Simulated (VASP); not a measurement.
# BN (F-43m) in VASP: further runs

The runs below take BN through single point, with PBEsol+D3(BJ).

All numbers are computed with VASP 6.6.1; they aren't measurements. Logs are shortened: lines on timing, memory, paths and dates and some standing lists are left out, and cuts for length are marked.

**1. The cell of the first run**

Symmetry: F-43m, No. 216, cubic system. The conventional cell has a = 3.569 Å, b = 3.569 Å, c = 3.569 Å, α = 90.00°, β = 90.00°, γ = 90.00°. Within 2.1 Å of B (site symmetry -43m) lie 4 N at 1.55 Å. N (site symmetry -43m) has 4 B at 1.55 Å within 2.1 Å.

**2. Single point, PBEsol+D3(BJ) (volume scaled by 0.98)**

INCAR

```
SYSTEM = BN
  PREC = Accurate
  ENCUT = 600
  EDIFF = 1E-6
  ISMEAR = 0
  SIGMA = 0.05
  LREAL = .FALSE.
  LASPH = .TRUE.
  NELM = 120
  ALGO = Normal
  ISIF = 2
  LWAVE = .FALSE.
  LCHARG = .FALSE.
  GGA = PS
  IVDW = 12
  NBANDS = 11
  GGA_COMPAT = .FALSE.
```

KPOINTS

```
regular mesh
0
G
  12 12 12
  0 0 0
```

POSCAR

```
BN
1.0
    0.0000000000      1.7843518895      1.7843518895
    1.7843518895      0.0000000000      1.7843518895
    1.7843518895      1.7843518895      0.0000000000
B N
1 1
Direct
    0.0000000000      0.0000000000      0.0000000000
    0.7500000000      0.7500000000      0.7500000000
```

Potentials or basis: VASP PAW PBE potentials, release 64 (B, N).

On the command line:

```console
> cat potpaw_PBE.64/B/POTCAR potpaw_PBE.64/N/POTCAR > POTCAR
> mpirun -np 1 vasp_std > vasp.out
```

OUTCAR:

```text
SYSTEM = BN
   PREC = Accurate
   ENCUT = 600
   EDIFF = 1E-6
   ISMEAR = 0
   LREAL = .FALSE.
   LASPH = .TRUE.
   NELM = 120
   ISIF = 2
   GGA = PS
   IVDW = 12
 IVDW          = 12

 ion  position               nearest neighbor table
   1  0.000  0.000  0.000-   2 1.55   2 1.55   2 1.55   2 1.55
   2  0.750  0.750  0.750-   1 1.55   1 1.55   1 1.55   1 1.55

  LATTYP: Found a face centered cubic cell.
 ALAT       =     3.5687037790

  Lattice vectors:

 A1 = (   0.0000000000,   1.7843518895,   1.7843518895)
 A2 = (   1.7843518895,   0.0000000000,   1.7843518895)
 A3 = (   1.7843518895,   1.7843518895,   0.0000000000)

Analysis of symmetry for initial positions (statically):
=====================================================================
 Subroutine PRICEL returns:
 Original cell was already a primitive cell.

 Routine SETGRP: Setting up the symmetry group for a
 face centered cubic supercell.

 Subroutine GETGRP returns: Found 24 space group operations
 (whereof 24 operations were pure point group operations)
 out of a pool of 48 trial point group operations.

The static configuration has the point symmetry T_d .

Analysis of symmetry for dynamics (positions and initial velocities):
=====================================================================
 Subroutine PRICEL returns:
 Original cell was already a primitive cell.

 Routine SETGRP: Setting up the symmetry group for a
 face centered cubic supercell.

 Subroutine GETGRP returns: Found 24 space group operations
 (whereof 24 operations were pure point group operations)
 out of a pool of 48 trial point group operations.

The dynamic configuration has the point symmetry T_d .

 Subroutine INISYM returns: Found 24 space group operations
 (whereof 24 operations are pure point group operations),
 and found     1 'primitive' translations

----------------------------------------------------------------------------------------

                                     Primitive cell

  volume of cell :      11.3624

  direct lattice vectors                    reciprocal lattice vectors
     0.000000000  1.784351889  1.784351889    -0.280213787  0.280213787  0.280213787
     1.784351889  0.000000000  1.784351889     0.280213787 -0.280213787  0.280213787
     1.784351889  1.784351889  0.000000000     0.280213787  0.280213787 -0.280213787

  length of vectors
     2.523454642  2.523454642  2.523454642     0.485344516  0.485344516  0.485344516

  position of ions in fractional coordinates (direct lattice)
     0.000000000  0.000000000  0.000000000
     0.750000000  0.750000000  0.750000000

  ion indices of the primitive-cell ions
   primitive index   ion index
                 1           1
                 2           2

----------------------------------------------------------------------------------------

 KPOINTS: regular mesh

Automatic generation of k-mesh.
 Grid dimensions read from file:
 generate k-points for:   12   12   12

 Generating k-lattice:

  Cartesian coordinates                     Fractional coordinates (reciprocal lattice)
    -0.023351149  0.023351149  0.023351149     0.083333333  0.000000000  0.000000000
     0.023351149 -0.023351149  0.023351149     0.000000000  0.083333333  0.000000000
     0.023351149  0.023351149 -0.023351149     0.000000000  0.000000000  0.083333333

  Length of vectors
     0.040445376  0.040445376  0.040445376

  Shift w.r.t. Gamma in fractional coordinates (k-lattice)
     0.000000000  0.000000000  0.000000000

 Subroutine IBZKPT returns following result:
 ===========================================

 Found     72 irreducible k-points:

 Following reciprocal coordinates:
            Coordinates               Weight
  0.000000  0.000000  0.000000      1.000000
  0.083333  0.000000  0.000000      8.000000
  0.166667  0.000000  0.000000      8.000000
  0.250000  0.000000  0.000000      8.000000
  0.333333  0.000000  0.000000      8.000000
  0.416667  0.000000  0.000000      8.000000
[... 16 lines left out ...]
  0.500000  0.166667  0.000000     24.000000
 -0.416667  0.166667  0.000000     24.000000
 [... further k-points ...]
   k-points           NKPTS =     72   k-points in BZ     NKDIM =     72   number of bands    NBANDS=     11
   number of dos      NEDOS =    301   number of ions     NIONS =      2
   total plane-waves  NPLWV =   8000
   dimension x,y,z NGX =    20 NGY =   20 NGZ =   20
   dimension x,y,z NGXF=    40 NGYF=   40 NGZF=   40
   ions per type =               1   1
   NGX,Y,Z   is equivalent  to a cutoff of  13.18, 13.18, 13.18 a.u.
   NGXF,Y,Z  is equivalent  to a cutoff of  26.35, 26.35, 26.35 a.u.
 SYSTEM =  BN
   PREC   = accura    normal or accurate (medium, high low for compatibility)
   ISTART =      0    job   : 0-new  1-cont  2-samecut
   ICHARG =      2    charge: 1-file 2-atom 10-const
   ISPIN  =      1    spin polarized calculation?
   LNONCOLLINEAR =      F non collinear calculations
   LSORBIT =      F    spin-orbit coupling
   LASPH  =      T    aspherical Exc in radial PAW
   ENCUT  =  600.0 eV  44.10 Ry    6.64 a.u.   5.04  5.04  5.04*2*pi/ulx,y,z
   NELM   =    120;   NELMIN=  2; NELMDL= -5     # of ELM steps
   EDIFF  = 0.1E-05   stopping-criterion for ELM
   LREAL  =      F    real-space projection
   EDIFFG = 0.1E-04   stopping-criterion for IOM
   NSW    =      0    number of steps for IOM
   IBRION =     -1    ionic relax: 0-MD 1-quasi-New 2-CG
   NFREE  =      0    steps in history (QN), initial steepest desc. (CG)
   ISIF   =      2    stress and relaxation
   ISYM   =      2    0-nonsym 1-usesym 2-fastsym
   POTIM  = 0.5000    time-step for ionic-motion
   TEBEG  =    0.0;   TEEND  =   0.0 temperature during run
   PSTRESS=    0.0 pullay stress
   NELECT =       8.0000    total number of electrons
   NUPDOWN=      -1.0000    fix difference up-down
   EMIN   =  10.00;   EMAX   =-10.00  energy-range for DOS
   EFERMI =   0.00;   METHOD = LEGACY
   ISMEAR =     0;   SIGMA  =   0.05  broadening in eV -4-tet -1-fermi 0-gaus
   EFERMI_NEDOS =   21; number of points for ismear=-14 and -15
   IALGO  =     38    algorithm
   IMIX   =      4    mixing-type and parameters
     AMIX     =   0.40;   BMIX     =  1.00
     AMIX_MAG =   1.60;   BMIX_MAG =  1.00
  volume/ion in A,a.u.               =       5.68        38.34
  Fermi-wavevector in a.u.,A,eV,Ry     =   1.456401  2.752199 28.859373  2.121104
  Thomas-Fermi vector in A             =   2.573324
   LORBIT       =      0    0 simple, 1 ext, 2 COOP (PROOUT), +10 PAW based schemes
   GGA     = PS    functional components
   LHFCALC =     F    Hartree Fock is set to
   AEXX    =    0.0000 exact exchange contribution
   IVDW    =    12    specifies the selected vdW correction
   LEPSILON=     F    determine dielectric tensor
   LRPA    =     F    only Hartree local field effects (RPA)
 non-spin polarized calculation
 Gauss-broadening in eV      SIGMA  =   0.05
  energy-cutoff  :      600.00
  volume of cell :       11.36
 maximum number of plane-waves:       392
   NGX =  9   NGY =  9   NGZ =  9

 number of electron       7.9999998 magnetization

 Free energy of the ion-electron system (eV)
  ---------------------------------------------------
  ext. energy  EPLUGINS =         0.00000000
  ---------------------------------------------------
  free energy    TOTEN  =       -18.33495235 eV

  energy without entropy =      -18.33495235  energy(sigma->0) =      -18.33495235

 E-fermi :   8.0671     XC(G=0): -13.2061

 val. band max:        7.8469485342   @ k =   0.0000   0.0000   0.0000
 cond. band min:      12.1625248135   @ k =   0.5000   0.5000   0.0000
 fundamental gap:      4.3155762792
 Fermi energy:         8.0671484475

 k-point     1 :       0.0000    0.0000    0.0000
  band No.  band energies     occupation
      1     -12.8541      2.00000
      2       7.8469      2.00000
      3       7.8469      2.00000
      4       7.8469      2.00000
      5      16.7898      0.00000
      6      16.7898      0.00000
      7      16.7898      0.00000
      8      18.7461      0.00000
      9      33.0881      0.00000
     10      36.0146      0.00000
     11      36.0146      0.00000

 k-point     2 :       0.0833    0.0000    0.0000
  band No.  band energies     occupation
      1     -12.6791      2.00000
      2       6.9031      2.00000
      3       7.6565      2.00000
      4       7.6565      2.00000
      5      17.0460      0.00000
      6      17.0775      0.00000
      7      17.0775      0.00000
      8      19.2893      0.00000
      9      32.7571      0.00000
     10      33.6401      0.00000
     11      33.6401      0.00000

 k-point     3 :       0.1667    0.0000    0.0000
  band No.  band energies     occupation
      1     -12.1594      2.00000
      2       4.7316      2.00000
      3       7.1954      2.00000
      4       7.1954      2.00000
      5      17.4499      0.00000
      6      17.7410      0.00000
      7      17.7410      0.00000
      8      20.5737      0.00000
      9      32.0345      0.00000
     10      32.0345      0.00000
     11      32.0424      0.00000

 k-point     4 :       0.2500    0.0000    0.0000
  band No.  band energies     occupation
      1     -11.3171      2.00000
      2       2.1776      2.00000
      3       6.6658      2.00000
      4       6.6658      2.00000
      5      17.8294      0.00000
      6      18.3606      0.00000
      7      18.3606      0.00000
      8      21.8392      0.00000
      9      31.4794      0.00000
     10      31.6381      0.00000
     11      31.6381      0.00000

 k-point     5 :       0.3333    0.0000    0.0000
  band No.  band energies     occupation
      1     -10.2119      2.00000
      2      -0.3063      2.00000
      3       6.2158      2.00000
      4       6.2158      2.00000
      5      18.1552      0.00000
      6      18.6576      0.00000
      7      18.6576      0.00000
      8      22.7049      0.00000
      9      31.3199      0.00000
     10      32.5019      0.00000
     11      32.5019      0.00000
[... 211 lines left out ...]
 k-point    21 :       0.3333    0.1667    0.0000
  band No.  band energies     occupation
      1     -10.3932      2.00000
      2       1.5648      2.00000
      3       4.9374      2.00000
      4       5.2767      2.00000
      5      16.0257      0.00000
      6      20.5771      0.00000
      7      20.8488      0.00000
      8      20.9320      0.00000
      9      27.5725      0.00000
     10      34.9002      0.00000
     11      36.3542      0.00000

 k-point    22 :       0.4167    0.1667    0.0000
  band No.  band energies     occupation
      1      -9.2687      2.00000
      2      -0.6251      2.00000
      3       4.6013      2.00000
      4       4.7487      2.00000
      5      16.4172      0.00000
      6      20.6428      0.00000
      7      20.9954      0.00000
      8      21.9233      0.00000
      9      28.5172      0.00000
     10      34.7040      0.00000
     11      36.6917      0.00000

 k-point    23 :       0.5000    0.1667    0.0000
  band No.  band energies     occupation
      1      -8.2254      2.00000
      2      -2.2796      2.00000
      3       3.9890      2.00000
      4       4.8283      2.00000
      5      16.7572      0.00000
      6      20.6095      0.00000
      7      20.7228      0.00000
      8      23.2876      0.00000
      9      28.8887      0.00000
     10      34.9233      0.00000
     11      35.8908      0.00000

 k-point    24 :      -0.4167    0.1667    0.0000
  band No.  band energies     occupation
      1      -8.0203      2.00000
      2      -2.5723      2.00000
      3       3.5662      2.00000
      4       5.1605      2.00000
      5      17.2171      0.00000
      6      20.3089      0.00000
      7      20.4711      0.00000
      8      23.9519      0.00000
      9      29.1810      0.00000
     10      33.5188      0.00000
     11      35.1942      0.00000

 [... further k-points ...]

------------------------ aborting loop because EDIFF is reached ----------------------------------------

 Edisp (eV)   -0.29939

 E8    (eV) :    -0.1484

  FORCE on cell =-STRESS in cart. coord.  units (eV):
  Direction    XX          YY          ZZ          XY          YZ          ZX
  --------------------------------------------------------------------------------------
  -------------------------------------------------------------------------------------
  Total       0.62199     0.62199     0.62199    -0.00000    -0.00000    -0.00000
  in kB      87.70450    87.70450    87.70450    -0.00000    -0.00000    -0.00000
  external pressure =       87.70 kB  Pullay stress =        0.00 kB

 VOLUME and BASIS-vectors are now :
 -----------------------------------------------------------------------------
  energy-cutoff  :      600.00
  volume of cell :       11.36
      direct lattice vectors                 reciprocal lattice vectors
     0.000000000  1.784351889  1.784351889    -0.280213787  0.280213787  0.280213787
     1.784351889  0.000000000  1.784351889     0.280213787 -0.280213787  0.280213787
     1.784351889  1.784351889  0.000000000     0.280213787  0.280213787 -0.280213787

 POSITION                                       TOTAL-FORCE (eV/Angst)
 -----------------------------------------------------------------------------------
      0.00000      0.00000      0.00000        -0.000000     -0.000000     -0.000000
      2.67653      2.67653      2.67653         0.000000      0.000000      0.000000
 -----------------------------------------------------------------------------------
    total drift:                               -0.000000     -0.000000     -0.000000

  FREE ENERGIE OF THE ION-ELECTRON SYSTEM (eV)
  ---------------------------------------------------
  free  energy   TOTEN  =       -18.6343449215 eV

  energy  without entropy=      -18.6343449215  energy(sigma->0) =      -18.63434492
```

Run time: 4.8 s. Hardware: 1 thread of Intel Xeon 6975P-C (Granite Rapids), shared host; peak memory 0.13 GiB.

Results:

```yaml
Free_energy: -18.6343 eV
Pressure: 8.8 GPa
Band_gap_on_the_k_mesh: 4.32 eV, indirect (least direct gap 8.94 eV)
Dispersion_energy_per_atom: -0.150 eV
```

Levels at points of the mesh, in eV from the valence-band top:
| k point | band 1 | band 2 | band 3 | band 4 | band 5 | band 6 | band 7 | band 8 | band 9 |
| --- | --- | --- | --- | --- | --- | --- | --- | --- | --- |
| (0.00, 0.00, 0.00) | -20.70 | 0.00 | 0.00 | 0.00 | 8.94 | 8.94 | 8.94 | 10.90 | 25.24 |
| (0.50, 0.00, 0.00) | -16.25 | -11.14 | -2.02 | -2.02 | 10.60 | 10.83 | 10.83 | 15.47 | 23.75 |
| (0.50, 0.50, 0.00) | -14.82 | -9.22 | -5.13 | -5.13 | 4.32 | 9.30 | 18.47 | 18.47 | 21.29 |

Caveat: the PAW data sets were made with another functional, which shifts forces and pressure a little. A k mesh can miss the band edges.

(Part 1 of 2 ends here.)
